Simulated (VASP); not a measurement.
# H3CNO: single point with PBE+D3(BJ)

The system is H3CNO.

```
CELL_PARAMETERS angstrom
7.96022 0.00000 0.00000
0.00000 7.96022 0.00000
0.00000 0.00000 7.96022
ATOMIC_POSITIONS crystal
N 0.87442 0.42303 0.78809
N 0.57787 0.69254 0.84662
N 0.94222 0.12926 0.11728
N 0.56905 0.86851 0.44775
H 0.74681 0.39788 0.79396
H 0.90867 0.39922 0.66626
H 0.91598 0.33071 0.86444
H 0.49494 0.70551 0.93672
H 0.70086 0.71001 0.88960
H 0.55801 0.77429 0.74454
H 0.90133 0.04505 0.03575
H 0.93153 0.08313 0.23762
H 0.86079 0.22406 0.12030
H 0.61149 0.98702 0.40832
H 0.61271 0.78014 0.35720
H 0.44501 0.86614 0.43043
O 0.40976 0.24675 0.96653
O 0.30737 0.49240 0.58341
O 0.11536 0.89279 0.68994
O 0.23845 0.61956 0.16831
C 0.38317 0.19834 0.10014
C 0.41222 0.40146 0.61958
C 0.18672 0.80404 0.77494
C 0.12526 0.70328 0.20478
```

- Program: VASP 6.6.1
- Task: single point
- Functional: PBE
- Dispersion: D3(BJ)
- Potentials or basis: VASP PAW PBE potentials, release 64 (N_h, H_h, O_h, C_h)
- Cutoff: 1000 eV
- k mesh: 1 × 1 × 1
- Occupations: fermi-dirac, width 0.05 eV
- Spin: no spin polarisation

- Pressure: -0.7 GPa
- Largest force: 2.936 eV/Å
- Dispersion energy per atom: -0.028 eV

Forces in eV/Å, atoms in the order of the input:
```
N   -1.103  0.097  0.051
N    2.103  0.268 -2.030
N    1.083  0.419  1.595
N    1.801 -0.321 -1.085
H    0.183  0.644 -0.364
H    0.113 -0.199  0.279
H    0.963 -0.463  0.035
H   -1.133  0.489  1.202
H   -1.074 -0.187 -0.289
H    0.113 -0.656  1.013
H   -0.590 -1.112 -0.792
H    0.286 -0.362 -0.427
H   -0.801  1.022 -0.354
H   -0.432 -1.001  0.216
H   -0.250  1.104  1.042
H   -1.185  0.249 -0.101
O   -0.349 -0.585  1.605
O    0.326 -0.382  0.085
O   -0.299  0.349 -0.399
O   -1.837  1.387  0.639
C    0.323  0.525 -1.499
C   -0.286  0.378 -0.216
C    0.218 -0.274  0.413
C    1.827 -1.391 -0.621
```

Stress tensor (GPa, compression positive):
```
-0.38 -0.20  0.41
-0.20 -0.69  0.16
 0.41  0.16 -1.00
```

Levels at points of the mesh, in eV from the Fermi level:
| k point | band 33 | band 34 | band 35 | band 36 | band 37 | band 38 | band 39 | band 40 |
| --- | --- | --- | --- | --- | --- | --- | --- | --- |
| (0.00, 0.00, 0.00) | -2.32 | -2.21 | -1.82 | -1.25 | 1.84 | 1.86 | 2.14 | 2.33 |

Run time: 4.9 min on 1 thread of Intel(R) Xeon(R) Platinum 8259CL CPU @ 2.50GHz (Skylake/Cascade Lake), on a shared host, peak memory 1.1 GiB.

Caveat: the k points lie up to 0.79 Å⁻¹ apart; the atoms stand as in a frame of molecular dynamics.
